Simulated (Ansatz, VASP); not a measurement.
# Two plane-wave programs on Te

```
CELL_PARAMETERS angstrom
4.63216 0.00000 0.00000
-2.31608 4.01157 0.00000
0.00000 0.00000 5.92400
ATOMIC_POSITIONS crystal
Te 0.25993 0.00000 0.33333
Te 0.00000 0.25993 0.66667
Te 0.74007 0.74007 0.00000
```

Alike in both runs: functional PBE; k mesh 12 × 12 × 10; occupations gaussian, width 0.05 eV; no spin polarisation.

Ansatz relaxed the structure, and its values are those at the end. VASP's run is a single point on that final structure, the one shown.

```csv
,VASP,Ansatz
version,VASP 6.6.1,Ansatz 0.2.0
potentials or method,"VASP PAW PBE potentials, release 64 (Te), cutoff 520 eV","scalar-relativistic, plane waves, PAW"
valence electrons in the cell,18,48
```

VASP gave:

```
gap on the k mesh at the Fermi level (eV) : 0.36
least direct gap on the mesh (eV)         : 0.36
pressure (GPa)                            : -0.5
rms of the force components (eV/Å)        : 0.005
```

Task: What did Ansatz give for the same quantities?

Result: gap on the k mesh at the Fermi level (eV): 0.39; least direct gap on the mesh (eV): 0.39; pressure (GPa): -0.6; rms of the force components (eV/Å): 0.000.

VASP's potentials hold 18 valence electrons a cell and Ansatz's 48, so a difference there can come from the potentials and not from the codes. Ansatz's warnings: stress scf threshold loose.

Neither program's run includes spin-orbit coupling.
